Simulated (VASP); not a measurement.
# Sn2Bi2Te: single point with PBE

Sn2Bi2Te:

```
CELL_PARAMETERS angstrom
4.34462 -0.00033 0.00017
-2.17259 3.76295 -0.00024
-0.00147 0.00082 20.06473
ATOMIC_POSITIONS crystal
Sn 0.33323 0.66674 0.09781
Sn 0.33316 0.66666 0.59781
Sn 0.66657 0.33328 0.40220
Sn 0.66659 0.33345 0.90218
Bi 0.33340 0.66662 0.30161
Bi 0.33338 0.66671 0.80162
Bi 0.66668 0.33331 0.19839
Bi 0.66663 0.33332 0.69837
Te 0.00019 0.00001 0.00001
Te 0.00016 0.99991 0.49998
```

```yaml
Program: VASP 6.6.1
Task: single point
Functional: PBE
Potentials_or_basis: VASP PAW PBE potentials, release 64 (Sn_d, Bi_d, Te)
Cutoff: 520 eV
k_mesh: 6 × 6 × 1
Occupations: gaussian, width 0.2 eV
Spin: no spin polarisation
```

| Property | Result |
| --- | --- |
| Pressure | -0.1 GPa |
| Band gap on the k mesh | zero (band 64 reaches 7.29 eV, above the bottom of band 65 at 5.91 eV) |

Levels at points of the mesh, in eV from the Fermi level:
```csv
k point,band 62,band 63,band 64,band 65,band 66,band 67,band 68,band 69
"(0.00, 0.00, 0.00)",0.19,0.48,0.84,0.84,1.17,1.17,1.56,1.80
"(0.50, 0.00, 0.00)",-1.36,-0.97,-0.27,-0.25,0.32,0.76,1.37,1.44
"(0.00, 0.50, 0.00)",-1.36,-0.97,-0.27,-0.25,0.33,0.76,1.37,1.44
"(0.50, 0.50, 0.00)",-1.36,-0.97,-0.27,-0.25,0.33,0.76,1.37,1.44
```

Run time: 10 min on 1 thread of Intel(R) Xeon(R) Platinum 8488C (Sapphire Rapids) (shared host), peak memory 0.64 GiB.

Caveat: spin-orbit coupling is left out, which moves the levels of the heavy elements.
